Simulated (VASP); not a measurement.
# Hg2Se (P-3m1) in VASP: notebook

Hg2Se is run at these levels: PBE; tasks: single point, relaxation of cell and atoms.

Program: VASP 6.6.1. These are calculated values, not measurements. Logs are shortened: lines on timing, memory, paths and dates and some standing lists are left out, and cuts for length are marked.

### Step 1. The cell of the first run

Symmetry: P-3m1, No. 164, trigonal system. Conventional cell: a = 4.153 Å, b = 4.153 Å, c = 5.130 Å, α = 90.00°, β = 90.00°, γ = 120.00°. Hg (site symmetry 3m) has 3 Se at 2.90 Å and 3 Hg at 3.04 Å within 3.8 Å. Within 3.8 Å of Se (site symmetry -3m) lie 6 Hg at 2.90 Å.

### Step 2. Single point, PBE

The input, INCAR:

```
ALGO = Normal
EDIFF = 1E-6
ENCUT = 520
GGA = PE
ISIF = 2
ISMEAR = 0
LASPH = T
LCHARG = T
LELF = T
LREAL = F
LVHAR = T
LWAVE = F
NBANDS = 22
NELM = 100
PREC = Accurate
SIGMA = 0.1
```

The input, KPOINTS:

```
k-points
0
Gamma
  12 12 10
```

The input, POSCAR:

```
Hg2Se
1.0
    4.1532357539      0.0000000000      0.0000000000
   -2.0766178769      3.5968076708      0.0000000000
    0.0000000000      0.0000000000      5.1302253869
Hg Se
2 1
Direct
    0.6666666667      0.3333333333      0.1822306621
    0.3333333333      0.6666666667      0.8177693379
    0.0000000000      0.0000000000      0.5000000000
```

Potentials or basis: VASP PAW PBE potentials, release 64 (Hg, Se).

Launch:

```sh
> cat potpaw_PBE.64/Hg/POTCAR potpaw_PBE.64/Se/POTCAR > POTCAR
> mpirun -np 1 vasp_std > vasp.out
```

OUTCAR:

```text
EDIFF = 1E-6
   ENCUT = 520
   GGA = PE
   ISIF = 2
   ISMEAR = 0
   LASPH = T
   LREAL = F
   NELM = 100
   PREC = Accurate

 ion  position               nearest neighbor table
   1  0.667  0.333  0.182-   3 2.90   3 2.90   3 2.90   2 3.04   2 3.04   2 3.04
   2  0.333  0.667  0.818-   3 2.90   3 2.90   3 2.90   1 3.04   1 3.04   1 3.04
   3  0.000  0.000  0.500-   1 2.90   2 2.90   2 2.90   1 2.90   1 2.90   2 2.90

  LATTYP: Found a hexagonal cell.
 ALAT       =     4.1532357539
 C/A-ratio  =     1.2352357754

  Lattice vectors:

 A1 = (   4.1532357539,   0.0000000000,   0.0000000000)
 A2 = (  -2.0766178769,   3.5968076708,   0.0000000000)
 A3 = (   0.0000000000,   0.0000000000,   5.1302253869)

Analysis of symmetry for initial positions (statically):
=====================================================================
 Subroutine PRICEL returns:
 Original cell was already a primitive cell.

 Routine SETGRP: Setting up the symmetry group for a
 hexagonal supercell.

 Subroutine GETGRP returns: Found 12 space group operations
 (whereof 12 operations were pure point group operations)
 out of a pool of 24 trial point group operations.

The static configuration has the point symmetry D_3d.

Analysis of symmetry for dynamics (positions and initial velocities):
=====================================================================
 Subroutine PRICEL returns:
 Original cell was already a primitive cell.

 Routine SETGRP: Setting up the symmetry group for a
 hexagonal supercell.

 Subroutine GETGRP returns: Found 12 space group operations
 (whereof 12 operations were pure point group operations)
 out of a pool of 24 trial point group operations.

The dynamic configuration has the point symmetry D_3d.

 Subroutine INISYM returns: Found 12 space group operations
 (whereof 12 operations are pure point group operations),
 and found     1 'primitive' translations

----------------------------------------------------------------------------------------

                                     Primitive cell

  volume of cell :      76.6373

  direct lattice vectors                    reciprocal lattice vectors
     4.153235754  0.000000000  0.000000000     0.240776122  0.139012159  0.000000000
    -2.076617877  3.596807671  0.000000000     0.000000000  0.278024318  0.000000000
     0.000000000  0.000000000  5.130225387     0.000000000  0.000000000  0.194923210

  length of vectors
     4.153235754  4.153235754  5.130225387     0.278024318  0.278024318  0.194923210

  position of ions in fractional coordinates (direct lattice)
     0.666666667  0.333333333  0.182230662
     0.333333333  0.666666667  0.817769338
     0.000000000  0.000000000  0.500000000

  ion indices of the primitive-cell ions
   primitive index   ion index
                 1           1
                 2           2
                 3           3

----------------------------------------------------------------------------------------

 KPOINTS: k-points

Automatic generation of k-mesh.
 Grid dimensions read from file:
 generate k-points for:   12   12   10

 Generating k-lattice:

  Cartesian coordinates                     Fractional coordinates (reciprocal lattice)
     0.020064677  0.011584347  0.000000000     0.083333333  0.000000000  0.000000000
     0.000000000  0.023168693  0.000000000     0.000000000  0.083333333  0.000000000
     0.000000000  0.000000000  0.019492321     0.000000000  0.000000000  0.100000000

  Length of vectors
     0.023168693  0.023168693  0.019492321

  Shift w.r.t. Gamma in fractional coordinates (k-lattice)
     0.000000000  0.000000000  0.000000000

 Subroutine IBZKPT returns following result:
 ===========================================

 Found    162 irreducible k-points:

 Following reciprocal coordinates:
            Coordinates               Weight
  0.000000  0.000000  0.000000      1.000000
  0.083333 -0.000000  0.000000      6.000000
  0.166667 -0.000000  0.000000      6.000000
  0.250000  0.000000  0.000000      6.000000
  0.333333  0.000000  0.000000      6.000000
  0.416667  0.000000  0.000000      6.000000
[... 16 lines left out ...]
  0.166667 -0.000000  0.100000      6.000000
  0.000000  0.166667  0.100000      6.000000
 [... further k-points ...]
   k-points           NKPTS =    162   k-points in BZ     NKDIM =    162   number of bands    NBANDS=     22
   number of dos      NEDOS =    301   number of ions     NIONS =      3
   total plane-waves  NPLWV =  40960
   dimension x,y,z NGX =    32 NGY =   32 NGZ =   40
   dimension x,y,z NGXF=    64 NGYF=   64 NGZF=   80
   ions per type =               2   1
   NGX,Y,Z   is equivalent  to a cutoff of  12.81, 12.81, 12.96 a.u.
   NGXF,Y,Z  is equivalent  to a cutoff of  25.62, 25.62, 25.92 a.u.
 SYSTEM =  unknown system
   PREC   = accura    normal or accurate (medium, high low for compatibility)
   ISTART =      0    job   : 0-new  1-cont  2-samecut
   ICHARG =      2    charge: 1-file 2-atom 10-const
   ISPIN  =      1    spin polarized calculation?
   LNONCOLLINEAR =      F non collinear calculations
   LSORBIT =      F    spin-orbit coupling
   LASPH  =      T    aspherical Exc in radial PAW
   ENCUT  =  520.0 eV  38.22 Ry    6.18 a.u.   7.72  7.72  9.54*2*pi/ulx,y,z
   NELM   =    100;   NELMIN=  2; NELMDL= -5     # of ELM steps
   EDIFF  = 0.1E-05   stopping-criterion for ELM
   LREAL  =      F    real-space projection
   EDIFFG = 0.1E-04   stopping-criterion for IOM
   NSW    =      0    number of steps for IOM
   IBRION =     -1    ionic relax: 0-MD 1-quasi-New 2-CG
   NFREE  =      0    steps in history (QN), initial steepest desc. (CG)
   ISIF   =      2    stress and relaxation
   ISYM   =      2    0-nonsym 1-usesym 2-fastsym
   POTIM  = 0.5000    time-step for ionic-motion
   TEBEG  =    0.0;   TEEND  =   0.0 temperature during run
   PSTRESS=    0.0 pullay stress
   NELECT =      30.0000    total number of electrons
   NUPDOWN=      -1.0000    fix difference up-down
   EMIN   =  10.00;   EMAX   =-10.00  energy-range for DOS
   EFERMI =   0.00;   METHOD = LEGACY
   ISMEAR =     0;   SIGMA  =   0.10  broadening in eV -4-tet -1-fermi 0-gaus
   EFERMI_NEDOS =   21; number of points for ismear=-14 and -15
   IALGO  =     38    algorithm
   IMIX   =      4    mixing-type and parameters
     AMIX     =   0.40;   BMIX     =  1.00
     AMIX_MAG =   1.60;   BMIX_MAG =  1.00
  volume/ion in A,a.u.               =      25.55       172.39
  Fermi-wavevector in a.u.,A,eV,Ry     =   1.197573  2.263084 19.513204  1.434180
  Thomas-Fermi vector in A             =   2.333484
   LORBIT       =      0    0 simple, 1 ext, 2 COOP (PROOUT), +10 PAW based schemes
   GGA     = PE    functional components
   LHFCALC =     F    Hartree Fock is set to
   AEXX    =    0.0000 exact exchange contribution
   IVDW    =     0    specifies the selected vdW correction
   LEPSILON=     F    determine dielectric tensor
   LRPA    =     F    only Hartree local field effects (RPA)
 non-spin polarized calculation
 Gauss-broadening in eV      SIGMA  =   0.10
  energy-cutoff  :      520.00
  volume of cell :       76.64
 maximum number of plane-waves:      2095
 NGX is ok and might be reduce to    32
   NGX = 15   NGY = 15   NGZ = 19

 number of electron      30.0000002 magnetization

 Free energy of the ion-electron system (eV)
  ---------------------------------------------------
  ext. energy  EPLUGINS =         0.00000000
  ---------------------------------------------------
  free energy    TOTEN  =        -3.92008389 eV

  energy without entropy =       -3.91551497  energy(sigma->0) =       -3.91779943

 E-fermi :   2.1557     XC(G=0):  -9.9889

 val. band max:        2.1350598601   @ k =   0.3333   0.3333   0.2000
 cond. band min:       2.1843951247   @ k =   0.1667  -0.0000   0.4000
 fundamental gap:      0.0493352646
 Fermi energy:         2.1556770293

 k-point     1 :       0.0000    0.0000    0.0000
  band No.  band energies     occupation
      1     -10.8075      2.00000
      2      -4.8013      2.00000
      3      -4.7935      2.00000
      4      -4.7935      2.00000
      5      -4.4734      2.00000
      6      -4.4734      2.00000
[... 14 lines left out ...]
     21      11.8813      0.00000
     22      11.8813      0.00000

 k-point     2 :       0.0833   -0.0000    0.0000
  band No.  band energies     occupation
      1     -10.7764      2.00000
      2      -4.8406      2.00000
      3      -4.8012      2.00000
      4      -4.7470      2.00000
      5      -4.4949      2.00000
      6      -4.4456      2.00000
[... 14 lines left out ...]
     21      11.1631      0.00000
     22      11.6649      0.00000

 k-point     3 :       0.1667   -0.0000    0.0000
  band No.  band energies     occupation
      1     -10.6900      2.00000
      2      -4.8753      2.00000
      3      -4.8218      2.00000
      4      -4.7001      2.00000
      5      -4.5321      2.00000
      6      -4.3712      2.00000
[... 14 lines left out ...]
     21      11.2079      0.00000
     22      11.3481      0.00000

 k-point     4 :       0.2500    0.0000    0.0000
  band No.  band energies     occupation
      1     -10.5690      2.00000
      2      -4.8731      2.00000
      3      -4.8508      2.00000
      4      -4.7120      2.00000
      5      -4.5277      2.00000
      6      -4.3231      2.00000
[... 14 lines left out ...]
     21      10.4867      0.00000
     22      10.7343      0.00000

 k-point     5 :       0.3333    0.0000    0.0000
  band No.  band energies     occupation
      1     -10.4446      2.00000
      2      -4.8818      2.00000
      3      -4.7889      2.00000
      4      -4.7505      2.00000
      5      -4.5831      2.00000
      6      -4.3164      2.00000
[... 14 lines left out ...]
     21      10.3490      0.00000
     22      10.4280      0.00000

 k-point     6 :       0.4167    0.0000    0.0000
  band No.  band energies     occupation
      1     -10.3514      2.00000
      2      -4.9057      2.00000
      3      -4.7708      2.00000
      4      -4.6726      2.00000
      5      -4.5937      2.00000
      6      -4.2723      2.00000
[... 14 lines left out ...]
     21      10.1014      0.00000
     22      10.3626      0.00000

 k-point     7 :       0.5000    0.0000    0.0000
  band No.  band energies     occupation
      1     -10.3169      2.00000
      2      -4.9146      2.00000
      3      -4.7640      2.00000
      4      -4.7174      2.00000
      5      -4.3738      2.00000
      6      -4.3599      2.00000
[... 324 lines left out ...]
      6      -4.4630      2.00000
[... 14 lines left out ...]
     21      11.6755      0.00000
     22      11.6755      0.00000

 k-point    21 :       0.0833   -0.0000    0.1000
  band No.  band energies     occupation
      1     -10.7649      2.00000
      2      -4.8552      2.00000
      3      -4.8368      2.00000
      4      -4.7387      2.00000
      5      -4.4887      2.00000
      6      -4.4329      2.00000
[... 14 lines left out ...]
     21      11.0648      0.00000
     22      11.4729      0.00000

 k-point    22 :       0.0000    0.0833    0.1000
  band No.  band energies     occupation
      1     -10.7652      2.00000
      2      -4.8826      2.00000
      3      -4.7891      2.00000
      4      -4.7573      2.00000
      5      -4.4779      2.00000
      6      -4.4434      2.00000
[... 14 lines left out ...]
     21      11.4414      0.00000
     22      11.9710      0.00000

 k-point    23 :       0.1667   -0.0000    0.1000
  band No.  band energies     occupation
      1     -10.6796      2.00000
      2      -4.8839      2.00000
      3      -4.8475      2.00000
      4      -4.6826      2.00000
      5      -4.5253      2.00000
      6      -4.3615      2.00000
[... 14 lines left out ...]
     21      10.5367      0.00000
     22      10.6846      0.00000

 k-point    24 :       0.0000    0.1667    0.1000
  band No.  band energies     occupation
      1     -10.6821      2.00000
      2      -4.9133      2.00000
      3      -4.7762      2.00000
      4      -4.6987      2.00000
      5      -4.5159      2.00000
      6      -4.3761      2.00000
[... 14 lines left out ...]
     21      11.5002      0.00000
     22      11.5949      0.00000

 [... further k-points ...]

------------------------ aborting loop because EDIFF is reached ----------------------------------------

  FORCE on cell =-STRESS in cart. coord.  units (eV):
  Direction    XX          YY          ZZ          XY          YZ          ZX
  --------------------------------------------------------------------------------------
  -------------------------------------------------------------------------------------
  Total        0.1372609      0.1372609      0.1296976      0.0000000      0.0000000     -0.0000000
  in kB        2.8695715      2.8695715      2.7114550      0.0000000      0.0000000     -0.0000000
  external PRESSURE =       2.8168660 kB  Pullay stress =       0.0000000 kB

 VOLUME and BASIS-vectors are now :
 -----------------------------------------------------------------------------
  energy-cutoff  :      520.00
  volume of cell :       76.64
      direct lattice vectors                 reciprocal lattice vectors
     4.153235754  0.000000000  0.000000000     0.240776122  0.139012159  0.000000000
    -2.076617877  3.596807671  0.000000000     0.000000000  0.278024318  0.000000000
     0.000000000  0.000000000  5.130225387     0.000000000  0.000000000  0.194923210

 POSITION                                       TOTAL-FORCE (eV/Angst)
 -----------------------------------------------------------------------------------
      2.07662      1.19894      0.93488        -0.000000      0.000000      0.010010
     -0.00000      2.39787      4.19534         0.000000      0.000000     -0.010010
      0.00000      0.00000      2.56511         0.000000      0.000000      0.000000
 -----------------------------------------------------------------------------------
    total drift:                                0.000000      0.000000     -0.000000

  FREE ENERGIE OF THE ION-ELECTRON SYSTEM (eV)
  ---------------------------------------------------
  free  energy   TOTEN  =        -3.9200838879 eV

  energy  without entropy=       -3.9155149692  energy(sigma->0) =       -3.91779943
```

Wall time 1.9 min (1 thread of Intel Xeon Platinum 8488C (Sapphire Rapids), shared host); peak memory 0.38 GiB.

Results:

```
Free energy            : -3.9201 eV
Pressure               : 0.3 GPa
Largest force          : 0.010 eV/Å
Band gap on the k mesh : zero (band 15 reaches 3.34 eV, above the bottom of band 16 at 0.39 eV)
```

Forces in eV/Å, atoms in the order of the input:
```
Hg   0.000  0.000  0.010
Hg   0.000  0.000 -0.010
Se   0.000  0.000  0.000
```

Caveat: spin-orbit coupling is left out, which moves the levels of the heavy elements.

### Step 3. Relaxation of cell and atoms, PBE

The input, INCAR:

```
SYSTEM = Hg2Se
ALGO = Normal ; EDIFF = 1E-6
EDIFFG = -0.01 ; ENCUT = 600
GGA = PE ; IBRION = 2
ISIF = 3 ; ISMEAR = 0
LASPH = .TRUE. ; LCHARG = .FALSE.
LREAL = .FALSE. ; LWAVE = .FALSE.
NELM = 100 ; NSW = 100
PREC = Accurate ; SIGMA = 0.1
```

The input, KPOINTS:

```
k-points
0
G
  12 12 10
  0 0 0
```

The input, POSCAR:

```
Hg2Se
1.0
    4.1358897945      0.0000000000      0.0000000000
   -2.0679448972      3.5817856293      0.0000000000
    0.0000000000      0.0000000000      5.1818396971
Hg Se
2 1
Direct
    0.6666666667      0.3333333333      0.1833726577
    0.3333333333      0.6666666667      0.8166273423
    0.0000000000      0.0000000000      0.5000000000
```

Potentials or basis: VASP PAW PBE potentials, release 64 (Hg, Se).

Launch:

```sh
> cat potpaw_PBE.64/Hg/POTCAR potpaw_PBE.64/Se/POTCAR > POTCAR
> mpirun -np 1 vasp_std > vasp.out
```

Run time: 7.3 min. Hardware: 1 thread of Intel Xeon Platinum 8488C (Sapphire Rapids), shared host; peak memory 0.44 GiB.

Results (log left out):

| Property | Result |
| --- | --- |
| Free energy | -3.9207 eV |
| Relaxed volume | 25.74 Å³/atom |
| Relaxed cell | a = 4.165 Å, b = 4.165 Å, c = 5.140 Å, α = 90.00°, β = 90.00°, γ = 120.00° |
| Space group after relaxing (to 0.05 Å) | P-3m1 (No. 164) |
| Energy gained by relaxing | 0.4 meV/atom |
| Ionic steps | 7 |
| Pressure after relaxing | 0.0 GPa |
| Band gap on the k mesh | zero (band 15 reaches 3.27 eV, above the bottom of band 16 at 0.35 eV) |

The path:
```csv
step,energy change (eV),largest force (eV/Å),pressure (GPa),volume (Å³)
1,0.0000,0.0186,0.26,76.76
2,-0.0006,0.0026,-0.03,77.23
3,-0.0006,0.0003,-0.09,77.31
4,-0.0009,0.0007,-0.04,77.28
5,-0.0011,0.0012,-0.01,77.25
6,-0.0012,0.0021,0.03,77.18
7,-0.0012,0.0016,-0.02,77.21
```

Final structure:
```cif
data_structure
_symmetry_space_group_name_H-M 'P 1'
_symmetry_Int_Tables_number 1
_cell_length_a 4.1649
_cell_length_b 4.1649
_cell_length_c 5.1398
_cell_angle_alpha 90.000
_cell_angle_beta 90.000
_cell_angle_gamma 120.000
_cell_volume 77.21
loop_
_atom_site_label
_atom_site_type_symbol
_atom_site_fract_x
_atom_site_fract_y
_atom_site_fract_z
_atom_site_occupancy
Hg1 Hg 0.66667 0.33333 0.18297 1
Hg2 Hg 0.33333 0.66667 0.81703 1
Se1 Se 0.00000 0.00000 0.50000 1
```

Levels at points of the mesh, in eV from the Fermi level:
```tsv
k point	band 12	band 13	band 14	band 15	band 16	band 17	band 18	band 19
(0.00, 0.00, 0.00)	-4.98	-3.40	-0.39	-0.39	3.27	4.13	5.06	5.06
(0.50, 0.00, 0.00)	-5.10	-1.71	-1.69	-1.53	0.33	2.05	6.22	6.37
(0.00, 0.00, 0.50)	-5.68	-0.65	-0.65	-0.22	0.30	6.65	6.65	6.87
(0.50, 0.00, 0.50)	-4.39	-3.27	-3.20	-0.90	2.03	2.66	3.85	6.26
```

Caveat: spin-orbit coupling is left out, which moves the levels of the heavy elements.
